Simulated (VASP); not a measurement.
# S (P4mm) in VASP: a series of runs

The runs below take S through single point, relaxation of cell and atoms, with PBE.

All numbers are computed with VASP 6.6.1; they aren't measurements. Logs are shortened: lines on timing, memory, paths and dates and some standing lists are left out, and cuts for length are marked.

## Step 1: The cell of the first run

The structure is tetragonal, space group P4mm (No. 99). The conventional cell has a = 4.156 Å, b = 4.156 Å, c = 4.711 Å, α = 90.00°, β = 90.00°, γ = 90.00°. S (site symmetry 4mm) has 4 S at 2.27 Å within 3.0 Å. S (site symmetry 2mm) has 6 S at 2.27 to 2.94 Å within 3.0 Å.

The cell was generated, and may not be a known phase.

## Step 2: Single point, PBE

File INCAR:

```
  PREC = Accurate
  ENCUT = 500
  EDIFF = 1E-6
  ISMEAR = 0
  SIGMA = 0.02
  LREAL = F
  LASPH = T
  NELM = 120
  ALGO = Normal
  ISIF = 2
  LWAVE = F
  LCHARG = F
  GGA = PE
  NBANDS = 16
  GGA_COMPAT = F
```

File KPOINTS:

```
Automatic mesh
0
Gamma
  8 8 6
```

File POSCAR:

```
S
1.0
    4.1559899663      0.0000000000      0.0000000000
    0.0000000000      4.1559899663      0.0000000000
    0.0000000000      0.0000000000      4.7114092604
S
3
Direct
    0.5000000000      0.5000000000      0.7567530437
    0.0000000000      0.5000000000      0.9486734781
    0.5000000000      0.0000000000      0.9486734781
```

Potentials or basis: VASP PAW PBE potentials, release 64 (S).

Command:

```
cat potpaw_PBE.64/S/POTCAR > POTCAR
mpirun -np 1 vasp_std > vasp.out
```

OUTCAR:

```text
PREC = Accurate
   ENCUT = 500
   EDIFF = 1E-6
   ISMEAR = 0
   LREAL = F
   LASPH = T
   NELM = 120
   ISIF = 2
   GGA = PE

 ion  position               nearest neighbor table
   1  0.500  0.500  0.757-   2 2.27   3 2.27   3 2.27   2 2.27
   2  0.000  0.500  0.949-   1 2.27   1 2.27
   3  0.500  0.000  0.949-   1 2.27   1 2.27

  LATTYP: Found a simple tetragonal cell.
 ALAT       =     4.1559899663
 C/A-ratio  =     1.1336430787

  Lattice vectors:

 A1 = (   4.1559899663,   0.0000000000,   0.0000000000)
 A2 = (   0.0000000000,   4.1559899663,   0.0000000000)
 A3 = (   0.0000000000,   0.0000000000,   4.7114092604)

Analysis of symmetry for initial positions (statically):
=====================================================================
 Subroutine PRICEL returns:
 Original cell was already a primitive cell.

 Routine SETGRP: Setting up the symmetry group for a
 simple tetragonal supercell.

 Subroutine GETGRP returns: Found  8 space group operations
 (whereof  8 operations were pure point group operations)
 out of a pool of 16 trial point group operations.

The static configuration has the point symmetry C_4v.

Analysis of symmetry for dynamics (positions and initial velocities):
=====================================================================
 Subroutine PRICEL returns:
 Original cell was already a primitive cell.

 Routine SETGRP: Setting up the symmetry group for a
 simple tetragonal supercell.

 Subroutine GETGRP returns: Found  8 space group operations
 (whereof  8 operations were pure point group operations)
 out of a pool of 16 trial point group operations.

The dynamic configuration has the point symmetry C_4v.

 Subroutine INISYM returns: Found  8 space group operations
 (whereof  8 operations are pure point group operations),
 and found     1 'primitive' translations

----------------------------------------------------------------------------------------

                                     Primitive cell

  volume of cell :      81.3767

  direct lattice vectors                    reciprocal lattice vectors
     4.155989966  0.000000000  0.000000000     0.240616558  0.000000000  0.000000000
     0.000000000  4.155989966  0.000000000     0.000000000  0.240616558  0.000000000
     0.000000000  0.000000000  4.711409260     0.000000000  0.000000000  0.212250718

  length of vectors
[... 79 lines left out ...]
   LNONCOLLINEAR =      F non collinear calculations
   LSORBIT =      F    spin-orbit coupling
   LASPH  =      T    aspherical Exc in radial PAW
   ENCUT  =  500.0 eV  36.75 Ry    6.06 a.u.   7.58  7.58  8.59*2*pi/ulx,y,z
   NELM   =    120;   NELMIN=  2; NELMDL= -5     # of ELM steps
   EDIFF  = 0.1E-05   stopping-criterion for ELM
   LREAL  =      F    real-space projection
   EDIFFG = 0.1E-04   stopping-criterion for IOM
   NSW    =      0    number of steps for IOM
[... 5 lines left out ...]
   TEBEG  =    0.0;   TEEND  =   0.0 temperature during run
   PSTRESS=    0.0 pullay stress
   NELECT =      18.0000    total number of electrons
   NUPDOWN=      -1.0000    fix difference up-down
   EMIN   =  10.00;   EMAX   =-10.00  energy-range for DOS
   EFERMI =   0.00;   METHOD = LEGACY
   ISMEAR =     0;   SIGMA  =   0.02  broadening in eV -4-tet -1-fermi 0-gaus
   EFERMI_NEDOS =   21; number of points for ismear=-14 and -15
   IALGO  =     38    algorithm
   IMIX   =      4    mixing-type and parameters
     AMIX     =   0.40;   BMIX     =  1.00
     AMIX_MAG =   1.60;   BMIX_MAG =  1.00
  volume/ion in A,a.u.               =      27.13       183.05
  Fermi-wavevector in a.u.,A,eV,Ry     =   0.990070  1.870960 13.336945  0.980238
  Thomas-Fermi vector in A             =   2.121714
   LORBIT       =      0    0 simple, 1 ext, 2 COOP (PROOUT), +10 PAW based schemes
   GGA     = PE    functional components
   LHFCALC =     F    Hartree Fock is set to
   AEXX    =    0.0000 exact exchange contribution
   IVDW    =     0    specifies the selected vdW correction
   LEPSILON=     F    determine dielectric tensor
   LRPA    =     F    only Hartree local field effects (RPA)
 non-spin polarized calculation
 Gauss-broadening in eV      SIGMA  =   0.02
  energy-cutoff  :      500.00
  volume of cell :       81.38
 maximum number of plane-waves:      2091
   NGX = 15   NGY = 15   NGZ = 17

 number of electron      17.9999999 magnetization

 Free energy of the ion-electron system (eV)
  ---------------------------------------------------
  ext. energy  EPLUGINS =         0.00000000
  ---------------------------------------------------
  free energy    TOTEN  =       -10.48232698 eV

  energy without entropy =      -10.48046551  energy(sigma->0) =      -10.48139625

 E-fermi :   2.0956     XC(G=0):  -7.8745

 val. band max:        2.0916900056   @ k =   0.2500   0.1250   0.5000
 cond. band min:       2.1366979869   @ k =   0.3750   0.2500   0.1667
 fundamental gap:      0.0450079814
 Fermi energy:         2.0956332564

 k-point     1 :       0.0000    0.0000    0.0000
  band No.  band energies     occupation
      1     -14.6731      2.00000
      2      -9.0829      2.00000
      3      -7.5878      2.00000
      4      -5.1539      2.00000
      5      -5.1539      2.00000
      6      -1.0580      2.00000
[... 433 lines left out ...]
      3      -8.5467      2.00000
      4      -4.3119      2.00000
      5      -2.0636      2.00000
      6      -1.6925      2.00000
[... 8 lines left out ...]
     15      10.2795      0.00000
     16      11.1702      0.00000

 [... further k-points ...]

------------------------ aborting loop because EDIFF is reached ----------------------------------------

  FORCE on cell =-STRESS in cart. coord.  units (eV):
  Direction    XX          YY          ZZ          XY          YZ          ZX
  --------------------------------------------------------------------------------------
  -------------------------------------------------------------------------------------
  Total       -0.1597269     -0.1597269     -0.0572454      0.0000000      0.0000000      0.0000000
  in kB       -3.1447703     -3.1447703     -1.1270703      0.0000000      0.0000000      0.0000000
  external PRESSURE =      -2.4722037 kB  Pullay stress =       0.0000000 kB

 VOLUME and BASIS-vectors are now :
 -----------------------------------------------------------------------------
  energy-cutoff  :      500.00
  volume of cell :       81.38
      direct lattice vectors                 reciprocal lattice vectors
     4.155989966  0.000000000  0.000000000     0.240616558  0.000000000  0.000000000
     0.000000000  4.155989966  0.000000000     0.000000000  0.240616558  0.000000000
     0.000000000  0.000000000  4.711409260     0.000000000  0.000000000  0.212250718

 POSITION                                       TOTAL-FORCE (eV/Angst)
 -----------------------------------------------------------------------------------
      2.07799      2.07799      3.56537         0.000000      0.000000      0.040103
      0.00000      2.07799      4.46959         0.000000     -0.000000     -0.020052
      2.07799      0.00000      4.46959         0.000000     -0.000000     -0.020052
 -----------------------------------------------------------------------------------
    total drift:                                0.000000      0.000000     -0.000096

  FREE ENERGIE OF THE ION-ELECTRON SYSTEM (eV)
  ---------------------------------------------------
  free  energy   TOTEN  =       -10.4823269821 eV

  energy  without entropy=      -10.4804655144  energy(sigma->0) =      -10.48139625
```

OSZICAR:

```text
N       E                     dE             d eps       ncg     rms          rms(c)
DAV:   1     0.915001785989E+02    0.91500E+02   -0.74716E+03  1920   0.918E+02
DAV:   2    -0.426716295338E+01   -0.95767E+02   -0.90767E+02  2608   0.166E+02
DAV:   3    -0.105536380229E+02   -0.62865E+01   -0.62441E+01  2440   0.495E+01
DAV:   4    -0.106389281110E+02   -0.85290E-01   -0.85267E-01  2688   0.663E+00
DAV:   5    -0.106406706644E+02   -0.17426E-02   -0.17425E-02  2600   0.873E-01    0.164E+01
DAV:   6    -0.104887783914E+02    0.15189E+00   -0.28635E-01  2568   0.356E+00    0.106E+01
DAV:   7    -0.104835487871E+02    0.52296E-02   -0.72928E-02  2344   0.180E+00    0.190E+00
DAV:   8    -0.104823938266E+02    0.11550E-02   -0.89785E-03  2616   0.652E-01    0.500E-01
DAV:   9    -0.104822827228E+02    0.11110E-03   -0.13326E-03  2472   0.247E-01    0.297E-01
DAV:  10    -0.104823260742E+02   -0.43351E-04   -0.47701E-04  2432   0.139E-01    0.391E-02
DAV:  11    -0.104823241938E+02    0.18804E-05   -0.11292E-04  2344   0.679E-02    0.390E-02
DAV:  12    -0.104823264460E+02   -0.22521E-05   -0.10047E-05  2528   0.216E-02    0.111E-02
DAV:  13    -0.104823269821E+02   -0.53609E-06   -0.91989E-07  2072   0.740E-03
   1 F= -.10482327E+02 E0= -.10481396E+02  d E =-.186147E-02
```

stdout:

```text
POSCAR found type information on POSCAR S
 POSCAR found :  1 types and       3 ions
 scaLAPACK will be used
 LDA part: xc-table for (Slater+PW92), standard interpolation
 POSCAR, INCAR and KPOINTS ok, starting setup
 FFT: planning ... GRIDC
 FFT: planning ... GRID_SOFT
 FFT: planning ... GRID
 WAVECAR not read
 entering main loop
```

It took 24 s on 1 thread of Intel Xeon 6975P-C (Granite Rapids), shared host; peak memory 0.19 GiB.

Results:

```yaml
Free_energy: -10.4823 eV
Pressure: -0.2 GPa
Largest_force: 0.040 eV/Å
Band_gap_on_the_k_mesh: zero (bands 9 and 10 overlap by 2.28 eV)
```

Forces in eV/Å, atoms in the order of the input:
```
S    0.000  0.000  0.040
S    0.000  0.000 -0.020
S    0.000  0.000 -0.020
```

Caveat: this functional lacks dispersion, which binds layers or chains, so the pressure and a relaxed spacing across them are unreliable.

## Step 3: Relaxation of cell and atoms, PBE

This run uses another cell than the first one, of 28.39 Å³/atom.

File INCAR:

```
SYSTEM = S
ALGO = Normal ; EDIFF = 1E-7
EDIFFG = -0.01 ; ENCUT = 500
GGA = PE ; GGA_COMPAT = .False.
IBRION = 2 ; ISIF = 3
ISMEAR = 0 ; LASPH = .True.
LCHARG = .False. ; LREAL = .False.
LWAVE = .False. ; NELM = 120
NELMIN = 4 ; NSW = 100
PREC = Accurate ; SIGMA = 0.02
```

File KPOINTS:

```
k-points
0
Gamma
  8 8 6
  0 0 0
```

File POSCAR:

```
S
1.0
    4.1437922012      0.0000000000      0.0000000000
    0.0000000000      4.1437922012      0.0000000000
    0.0000000000      0.0000000000      4.9593500467
S
3
Direct
    0.5000000000      0.5000000000      0.7676032287
    0.0000000000      0.5000000000      0.9432483856
    0.5000000000      0.0000000000      0.9432483856
```

Potentials or basis: VASP PAW PBE potentials, release 64 (S).

Command:

```
cat potpaw_PBE.64/S/POTCAR > POTCAR
mpirun -np 1 vasp_std > vasp.out
```

OUTCAR:

```text
SYSTEM = S
   EDIFF = 1E-7
   EDIFFG = -0.01
   ENCUT = 500
   GGA = PE
   IBRION = 2
   ISIF = 3
   ISMEAR = 0
   LASPH = .True.
   LREAL = .False.
   NELM = 120
   NELMIN = 4
   NSW = 100
   PREC = Accurate

 ion  position               nearest neighbor table
   1  0.500  0.500  0.768-   2 2.25   3 2.25   3 2.25   2 2.25
   2  0.000  0.500  0.943-   1 2.25   1 2.25
   3  0.500  0.000  0.943-   1 2.25   1 2.25

  LATTYP: Found a simple tetragonal cell.
 ALAT       =     4.1437922012
 C/A-ratio  =     1.1968143686

  Lattice vectors:

 A1 = (   4.1437922012,   0.0000000000,   0.0000000000)
 A2 = (   0.0000000000,   4.1437922012,   0.0000000000)
 A3 = (   0.0000000000,   0.0000000000,   4.9593500467)

Analysis of symmetry for initial positions (statically):
[... 384 lines left out ...]
      3      -7.4686      2.00000
      4      -5.0820      2.00000
      5      -5.0820      2.00000
      6      -0.9550      2.00000
      7       0.2781      2.00000
      8       1.2507      2.00000
      9       1.7318      2.00000
     10       1.7318      2.00000
     11       5.1226      0.00000
     12       5.1226      0.00000
     13       7.9085      0.00000
[... 354 lines left out ...]
  band No.  band energies     occupation
      1     -13.6509      2.00000
      2     -11.1560      2.00000
      3      -8.4404      2.00000
      4      -4.2277      2.00000
      5      -1.9708      2.00000
      6      -1.5925      2.00000
      7      -0.8865      2.00000
      8       0.7087      2.00000
      9       1.5120      2.00000
     10       3.8513      0.00000
     11       4.2828      0.00000
     12       5.0294      0.00000
     13       7.7091      0.00000

 [... further k-points ...]

------------------------ aborting loop because EDIFF is reached ----------------------------------------

  FORCE on cell =-STRESS in cart. coord.  units (eV):
  Direction    XX          YY          ZZ          XY          YZ          ZX
  --------------------------------------------------------------------------------------
  -------------------------------------------------------------------------------------
  Total       -0.0038556     -0.0038556     -0.0000057      0.0000000      0.0000000      0.0000000
  in kB       -0.0769504     -0.0769504     -0.0001143      0.0000000      0.0000000      0.0000000
  external PRESSURE =      -0.0513384 kB  Pullay stress =       0.0000000 kB
[... 18 lines left out ...]
  FREE ENERGIE OF THE ION-ELECTRON SYSTEM (eV)
  ---------------------------------------------------
  free  energy   TOTEN  =       -10.4836306661 eV

  energy  without entropy=      -10.4817648234  energy(sigma->0) =      -10.48269774

 reached required accuracy - stopping structural energy minimisation
```

OSZICAR:

```text
N       E                     dE             d eps       ncg     rms          rms(c)
DAV:   1     0.101564285419E+03    0.10156E+03   -0.74056E+03  1560   0.111E+03
DAV:   2    -0.272362454948E+01   -0.10429E+03   -0.10011E+03  2230   0.197E+02
DAV:   3    -0.104973116629E+02   -0.77737E+01   -0.76693E+01  1995   0.611E+01
[... 236 lines left out ...]
DAV:   6    -0.104836305387E+02    0.18157E-05   -0.54168E-06  1620   0.179E-02    0.493E-03
DAV:   7    -0.104836304144E+02    0.12428E-06   -0.35010E-07  1770   0.529E-03    0.248E-03
DAV:   8    -0.104836305444E+02   -0.13007E-06   -0.12752E-07  1174   0.328E-03    0.813E-04
DAV:   9    -0.104836306766E+02   -0.13215E-06   -0.38298E-08  1205   0.205E-03    0.311E-04
DAV:  10    -0.104836306661E+02    0.10468E-07   -0.28682E-09   810   0.538E-04
  23 F= -.10483631E+02 E0= -.10482698E+02  d E =-.102494E-03
```

CONTCAR:

```text
S
   1.00000000000000
     4.1484132130724403    0.0000000000000000    0.0000000000000000
     0.0000000000000000    4.1484132130724403   -0.0000000000000000
     0.0000000000000000   -0.0000000000000000    4.6647937289673145
  S
     3
Direct
     0.5000000000000000    0.5000000000000000    0.7556441503449516
     1.0000000000000000    0.5000000000000000    0.9492279247775229
     0.5000000000000000    0.0000000000000000    0.9492279247775229

  0.00000000E+00  0.00000000E+00  0.00000000E+00
  0.00000000E+00  0.00000000E+00  0.00000000E+00
  0.00000000E+00  0.00000000E+00  0.00000000E+00
```

Run time: 4.9 min. Hardware: 1 thread of Intel Xeon 6975P-C (Granite Rapids), shared host; peak memory 0.2 GiB.

What came out:

| Item | Value |
| --- | --- |
| Free energy | -10.4836 eV |
| Relaxed volume | 26.76 Å³/atom |
| Relaxed cell | a = 4.148 Å, b = 4.148 Å, c = 4.665 Å, α = 90.00°, β = 90.00°, γ = 90.00° |
| Space group after relaxing (to 0.1 Å) | P4mm (No. 99) |
| Energy gained by relaxing | 3.3 meV/atom |
| Ionic steps | 23 |
| Pressure after relaxing | 0.0 GPa |
| Band gap on the k mesh | zero (bands 9 and 10 overlap by 2.30 eV) |

Step by step:
| step | energy change (eV) | largest force (eV/Å) | pressure (GPa) | volume (Å³) |
| --- | --- | --- | --- | --- |
| 1 | 0.0000 | 0.4451 | 0.64 | 85.16 |
| 2 | -0.0053 | 0.1097 | -0.62 | 86.55 |
| 3 | -0.0067 | 0.0640 | -0.23 | 86.10 |
| 4 | -0.0076 | 0.0251 | -0.09 | 85.71 |
| 5 | -0.0077 | 0.0065 | -0.03 | 85.52 |
| 6 | -0.0077 | 0.0053 | -0.03 | 85.51 |
| 7 | -0.0077 | 0.0070 | -0.02 | 85.43 |
| 8 | -0.0079 | 0.0119 | -0.01 | 85.20 |
| 9 | -0.0082 | 0.0215 | 0.01 | 84.72 |
| 10 | -0.0087 | 0.0418 | 0.06 | 83.78 |
| 11 | -0.0093 | 0.0855 | 0.17 | 81.90 |
| 12 | -0.0079 | 0.1893 | 0.46 | 78.14 |
| 13 | -0.0092 | 0.1186 | 0.24 | 81.15 |
| 14 | -0.0092 | 0.1176 | 0.24 | 81.13 |
| 15 | -0.0093 | 0.1139 | 0.23 | 81.07 |
| 16 | -0.0094 | 0.1065 | 0.21 | 80.94 |
| 17 | -0.0095 | 0.0920 | 0.17 | 80.70 |
| 18 | -0.0098 | 0.0637 | 0.10 | 80.21 |
| 19 | -0.0097 | 0.0096 | -0.05 | 79.22 |
| 20 | -0.0098 | 0.0396 | 0.03 | 79.75 |
| 21 | -0.0098 | 0.0356 | 0.03 | 79.81 |
| 22 | -0.0099 | 0.0240 | 0.02 | 79.96 |
| 23 | -0.0099 | 0.0011 | -0.01 | 80.28 |

Final structure:
```yaml
crystal:
  lattice:
    - [4.14841, 0.00000, 0.00000]
    - [0.00000, 4.14841, 0.00000]
    - [0.00000, 0.00000, 4.66479]
  atoms:
    - { symbol: S, position: [0.50000, 0.50000, 0.75564] }
    - { symbol: S, position: [0.00000, 0.50000, 0.94923] }
    - { symbol: S, position: [0.50000, 0.00000, 0.94923] }
```

Caveat: this functional lacks dispersion, which binds layers or chains, so the pressure and a relaxed spacing across them are unreliable.

The gap in the log of VASP goes by the Fermi energy; the results here count the filled bands.